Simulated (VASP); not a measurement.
# Cu (P6_3/mmc) in VASP: notebook, part 2 of 2

VASP 6.6.1. The steps go on from the part before.

## (3) Single point, PBEsol (11.78 Å³/atom)

INCAR

```
PREC = Accurate
ENCUT = 520
EDIFF = 1E-6
ISMEAR = 0
SIGMA = 0.15
LREAL = False
LASPH = True
NELM = 80
ALGO = Fast
ISIF = 2
LWAVE = False
LCHARG = True
GGA = PS
LELF = True
LVHAR = True
NBANDS = 18
```

KPOINTS

```
Automatic mesh
0
Gamma
  24 24 12
```

POSCAR

```
Cu
1.0
    2.6229616989      0.0000000000      0.0000000000
   -1.3114808494      2.2715514644      0.0000000000
    0.0000000000      0.0000000000      3.9525409840
Cu
2
Direct
    0.3333333333      0.6666666667      0.2500000000
    0.6666666667      0.3333333333      0.7500000000
```

Potentials or basis: VASP PAW PBE potentials, release 64 (Cu).

Run with:

```console
> cat potpaw_PBE.64/Cu/POTCAR > POTCAR
> mpirun -np 1 vasp_std > vasp.out
```

OUTCAR:

```text
PREC = Accurate
   ENCUT = 520
   EDIFF = 1E-6
   ISMEAR = 0
   LREAL = False
   LASPH = True
   NELM = 80
   ISIF = 2
   GGA = PS

 ion  position               nearest neighbor table
   1  0.333  0.667  0.250-   2 2.49   2 2.49   2 2.49   2 2.49   2 2.49   2 2.49
   2  0.667  0.333  0.750-   1 2.49   1 2.49   1 2.49   1 2.49   1 2.49   1 2.49

  LATTYP: Found a hexagonal cell.
 ALAT       =     2.6229616989
 C/A-ratio  =     1.5069000000

  Lattice vectors:

 A1 = (   2.6229616989,   0.0000000000,   0.0000000000)
 A2 = (  -1.3114808494,   2.2715514644,   0.0000000000)
 A3 = (   0.0000000000,   0.0000000000,   3.9525409840)

Analysis of symmetry for initial positions (statically):
=====================================================================
 Subroutine PRICEL returns:
 Original cell was already a primitive cell.

 Routine SETGRP: Setting up the symmetry group for a
 hexagonal supercell.

 Subroutine GETGRP returns: Found 24 space group operations
 (whereof 12 operations were pure point group operations)
 out of a pool of 24 trial point group operations.

The static configuration has the point symmetry D_3d.
 The point group associated with its full space group is D_6h.

Analysis of symmetry for dynamics (positions and initial velocities):
=====================================================================
 Subroutine PRICEL returns:
 Original cell was already a primitive cell.

 Routine SETGRP: Setting up the symmetry group for a
 hexagonal supercell.

 Subroutine GETGRP returns: Found 24 space group operations
 (whereof 12 operations were pure point group operations)
 out of a pool of 24 trial point group operations.

The dynamic configuration has the point symmetry D_3d.
 The point group associated with its full space group is D_6h.

 Subroutine INISYM returns: Found 24 space group operations
 (whereof 12 operations are pure point group operations),
 and found     1 'primitive' translations

----------------------------------------------------------------------------------------

                                     Primitive cell

  volume of cell :      23.5500

  direct lattice vectors                    reciprocal lattice vectors
     2.622961699  0.000000000  0.000000000     0.381248419  0.220113877  0.000000000
    -1.311480849  2.271551464  0.000000000     0.000000000  0.440227754  0.000000000
     0.000000000  0.000000000  3.952540984     0.000000000  0.000000000  0.253001804

  length of vectors
     2.622961699  2.622961699  3.952540984     0.440227754  0.440227754  0.253001804

  position of ions in fractional coordinates (direct lattice)
     0.333333333  0.666666667  0.250000000
     0.666666667  0.333333333  0.750000000

  ion indices of the primitive-cell ions
   primitive index   ion index
                 1           1
                 2           2

----------------------------------------------------------------------------------------

 KPOINTS: Automatic mesh

Automatic generation of k-mesh.
 Grid dimensions read from file:
 generate k-points for:   24   24   12

 Generating k-lattice:

  Cartesian coordinates                     Fractional coordinates (reciprocal lattice)
     0.015885351  0.009171412  0.000000000     0.041666667  0.000000000  0.000000000
     0.000000000  0.018342823  0.000000000     0.000000000  0.041666667  0.000000000
     0.000000000  0.000000000  0.021083484     0.000000000  0.000000000  0.083333333

  Length of vectors
     0.018342823  0.018342823  0.021083484

  Shift w.r.t. Gamma in fractional coordinates (k-lattice)
     0.000000000  0.000000000  0.000000000

 Subroutine IBZKPT returns following result:
 ===========================================

 Found    427 irreducible k-points:

 Following reciprocal coordinates:
            Coordinates               Weight
  0.000000  0.000000  0.000000      1.000000
  0.041667  0.000000  0.000000      6.000000
  0.083333  0.000000  0.000000      6.000000
  0.125000  0.000000  0.000000      6.000000
  0.166667  0.000000  0.000000      6.000000
  0.208333  0.000000  0.000000      6.000000
[... 16 lines left out ...]
  0.416667  0.041667  0.000000     12.000000
  0.458333  0.041667  0.000000     12.000000
 [... further k-points ...]
   k-points           NKPTS =    427   k-points in BZ     NKDIM =    427   number of bands    NBANDS=     18
   number of dos      NEDOS =    301   number of ions     NIONS =      2
   total plane-waves  NPLWV =  12000
   dimension x,y,z NGX =    20 NGY =   20 NGZ =   30
   dimension x,y,z NGXF=    40 NGYF=   40 NGZF=   60
   ions per type =               2
   NGX,Y,Z   is equivalent  to a cutoff of  12.68, 12.68, 12.62 a.u.
   NGXF,Y,Z  is equivalent  to a cutoff of  25.35, 25.35, 25.24 a.u.
 SYSTEM =  unknown system
   PREC   = accura    normal or accurate (medium, high low for compatibility)
   ISTART =      0    job   : 0-new  1-cont  2-samecut
   ICHARG =      2    charge: 1-file 2-atom 10-const
   ISPIN  =      1    spin polarized calculation?
   LNONCOLLINEAR =      F non collinear calculations
   LSORBIT =      F    spin-orbit coupling
   LASPH  =      T    aspherical Exc in radial PAW
   ENCUT  =  520.0 eV  38.22 Ry    6.18 a.u.   4.88  4.88  7.35*2*pi/ulx,y,z
   NELM   =     80;   NELMIN=  2; NELMDL= -5     # of ELM steps
   EDIFF  = 0.1E-05   stopping-criterion for ELM
   LREAL  =      F    real-space projection
   EDIFFG = 0.1E-04   stopping-criterion for IOM
   NSW    =      0    number of steps for IOM
   IBRION =     -1    ionic relax: 0-MD 1-quasi-New 2-CG
   NFREE  =      0    steps in history (QN), initial steepest desc. (CG)
   ISIF   =      2    stress and relaxation
   ISYM   =      2    0-nonsym 1-usesym 2-fastsym
   POTIM  = 0.5000    time-step for ionic-motion
   TEBEG  =    0.0;   TEEND  =   0.0 temperature during run
   PSTRESS=    0.0 pullay stress
   NELECT =      22.0000    total number of electrons
   NUPDOWN=      -1.0000    fix difference up-down
   EMIN   =  10.00;   EMAX   =-10.00  energy-range for DOS
   EFERMI =   0.00;   METHOD = LEGACY
   ISMEAR =     0;   SIGMA  =   0.15  broadening in eV -4-tet -1-fermi 0-gaus
   EFERMI_NEDOS =   21; number of points for ismear=-14 and -15
   IALGO  =     68    algorithm
   IMIX   =      4    mixing-type and parameters
     AMIX     =   0.40;   BMIX     =  1.00
     AMIX_MAG =   1.60;   BMIX_MAG =  1.00
  volume/ion in A,a.u.               =      11.78        79.46
  Fermi-wavevector in a.u.,A,eV,Ry     =   1.600364  3.024249 34.846761  2.561165
  Thomas-Fermi vector in A             =   2.697511
   LORBIT       =      0    0 simple, 1 ext, 2 COOP (PROOUT), +10 PAW based schemes
   GGA     = PS    functional components
   LHFCALC =     F    Hartree Fock is set to
   AEXX    =    0.0000 exact exchange contribution
   IVDW    =     0    specifies the selected vdW correction
   LEPSILON=     F    determine dielectric tensor
   LRPA    =     F    only Hartree local field effects (RPA)
 non-spin polarized calculation
 RMM-DIIS sequential band-by-band and
 Gauss-broadening in eV      SIGMA  =   0.15
  energy-cutoff  :      520.00
  volume of cell :       23.55
 maximum number of plane-waves:       663
 NGX is ok and might be reduce to    20
   NGX =  9   NGY =  9   NGZ = 15

 number of electron      22.0000026 magnetization

 Free energy of the ion-electron system (eV)
  ---------------------------------------------------
  ext. energy  EPLUGINS =         0.00000000
  ---------------------------------------------------
  free energy    TOTEN  =        -8.53428672 eV

  energy without entropy =       -8.52727341  energy(sigma->0) =       -8.53078007

 E-fermi :   7.4393     XC(G=0): -12.9205

 val. band max:        7.4387985804   @ k =   0.5000   0.0000   0.4167
 cond. band min:       7.4404001671   @ k =   0.2083   0.0000   0.2500
 fundamental gap:      0.0016015867
 Fermi energy:         7.4392576459

 k-point     1 :       0.0000    0.0000    0.0000
  band No.  band energies     occupation
      1      -1.9734      2.00000
      2       2.4549      2.00000
      3       4.4499      2.00000
      4       4.4499      2.00000
      5       4.6787      2.00000
      6       4.7250      2.00000
[... 10 lines left out ...]
     17      29.3436      0.00000
     18      29.3455      0.00000
[... 463 lines left out ...]
 k-point    24 :       0.4583    0.0417    0.0000
  band No.  band energies     occupation
      1       2.4956      2.00000
      2       2.8976      2.00000
      3       3.1232      2.00000
      4       4.1315      2.00000
      5       4.1533      2.00000
      6       4.6181      2.00000
[... 10 lines left out ...]
     17      19.3349      0.00000
     18      25.8315      0.00000

 [... further k-points ...]
[... 5 lines left out ...]
  --------------------------------------------------------------------------------------
  -------------------------------------------------------------------------------------
  Total       -1.2851201     -1.2851201      0.6249275     -0.0000000      0.0000000      0.0000000
  in kB      -87.4305828    -87.4305828     42.5156954     -0.0000000      0.0000000      0.0000000
  external PRESSURE =     -44.1151568 kB  Pullay stress =       0.0000000 kB

 VOLUME and BASIS-vectors are now :
 -----------------------------------------------------------------------------
  energy-cutoff  :      520.00
  volume of cell :       23.55
      direct lattice vectors                 reciprocal lattice vectors
     2.622961699  0.000000000  0.000000000     0.381248419  0.220113877  0.000000000
    -1.311480849  2.271551464  0.000000000     0.000000000  0.440227754  0.000000000
     0.000000000  0.000000000  3.952540984     0.000000000  0.000000000  0.253001804

 POSITION                                       TOTAL-FORCE (eV/Angst)
 -----------------------------------------------------------------------------------
     -0.00000      1.51437      0.98814         0.000000      0.000000      0.000000
      1.31148      0.75718      2.96441        -0.000000     -0.000000      0.000000
 -----------------------------------------------------------------------------------
    total drift:                               -0.000000      0.000000     -0.000000

  FREE ENERGIE OF THE ION-ELECTRON SYSTEM (eV)
  ---------------------------------------------------
  free  energy   TOTEN  =        -8.5342867242 eV

  energy  without entropy=       -8.5272734121  energy(sigma->0) =       -8.53078007
```

It took 1.9 min on 1 thread of Intel Xeon Platinum 8488C (Sapphire Rapids), shared host; peak memory 0.25 GiB.

Results:

| Quantity | Value |
| --- | --- |
| Free energy | -8.5343 eV |
| Pressure | -4.4 GPa |
| Band gap on the k mesh | zero (bands 11 and 12 overlap by 5.56 eV) |

Stress tensor (GPa, compression positive):
```
-8.74  0.00  0.00
 0.00 -8.74  0.00
 0.00  0.00  4.25
```

Caveat: the stress differs along the axes, from -9 to 4 GPa; the PAW data sets were made with another functional, which shifts forces and pressure a little.

## (4) Single point, PBEsol (11.77 Å³/atom)

INCAR

```
SYSTEM = Cu
ALGO = Fast
EDIFF = 1E-7
ENCUT = 520
GGA = PS
ISIF = 2
ISMEAR = 0
LASPH = .TRUE.
LCHARG = .FALSE.
LREAL = .FALSE.
LWAVE = .FALSE.
NBANDS = 18
NELM = 100
PREC = Accurate
SIGMA = 0.15
```

KPOINTS

```
k-points
0
G
  24 24 12
  0 0 0
```

POSCAR

```
Cu
1.0
    2.4860624255      0.0000000000      0.0000000000
   -1.2430312128      2.1529932159      0.0000000000
    0.0000000000      0.0000000000      4.3998332807
Cu
2
Direct
    0.3333333333      0.6666666667      0.2500000000
    0.6666666667      0.3333333333      0.7500000000
```

Run with:

```console
> cat potpaw_PBE.64/Cu/POTCAR > POTCAR
> mpirun -np 1 vasp_std > vasp.out
```

Wall time 1.9 min (1 thread of Intel Xeon Platinum 8488C (Sapphire Rapids), shared host); peak memory 0.25 GiB.

It converged, with:

| Item | Value |
| --- | --- |
| Free energy | -8.5415 eV |
| Pressure | -4.0 GPa |
| Band gap on the k mesh | zero (bands 11 and 12 overlap by 6.39 eV) |

Stress tensor (GPa, compression positive):
```
  0.37   0.00   0.00
  0.00   0.37   0.00
  0.00   0.00 -12.74
```

Levels at points of the mesh, in eV from the Fermi level:
```csv
k point,band 9,band 10,band 11,band 12,band 13,band 14
"(0.00, 0.00, 0.00)",-2.29,-1.74,-1.74,-1.72,2.68,20.97
"(0.50, 0.00, 0.00)",-1.52,-1.46,0.14,1.81,7.45,7.52
"(0.00, 0.00, 0.50)",-1.94,-1.94,-1.94,-1.94,10.44,10.44
"(0.50, 0.00, 0.50)",-1.49,-1.49,0.54,0.54,5.06,5.06
```

Caveat: the stress differs along the axes, from -13 to 0 GPa; the PAW data sets were made with another functional, which shifts forces and pressure a little.

## (5) Summary

| cell | further INCAR settings | gap on the mesh (eV) | pressure (GPa) |
| --- | --- | --- | --- |
| a = 2.453, b = 2.453, c = 4.519 Å, angles 90.0, 90.0, 120.0°, 2 atoms | ALGO = Fast; EDIFF = 1e-06; NBANDS = 18 | none | -3.0 |
| a = 2.623, b = 2.623, c = 3.953 Å, angles 90.0, 90.0, 120.0°, 2 atoms | ALGO = Fast; EDIFF = 1e-06; NBANDS = 18 | none | -4.4 |
| a = 2.486, b = 2.486, c = 4.400 Å, angles 90.0, 90.0, 120.0°, 2 atoms | ALGO = Fast; EDIFF = 1e-07; NBANDS = 18 | none | -4.0 |

Alike in all rows: task single point; level PBEsol; potentials or basis VASP PAW PBE potentials, release 64 (Cu); no spin polarisation; k mesh 24 × 24 × 12; cutoff (eV) 520; smearing gaussian 0.15 eV.

Caveats: the PAW data sets were made with another functional, which shifts forces and pressure a little; the stress differs along the axes, from -16 to 4 GPa (at least some runs); the stress differs along the axes, from -9 to 4 GPa (at least some runs); the stress differs along the axes, from -13 to 0 GPa (at least some runs).

Total energies depend on the potentials used, so only differences within one code and one set of settings carry meaning.
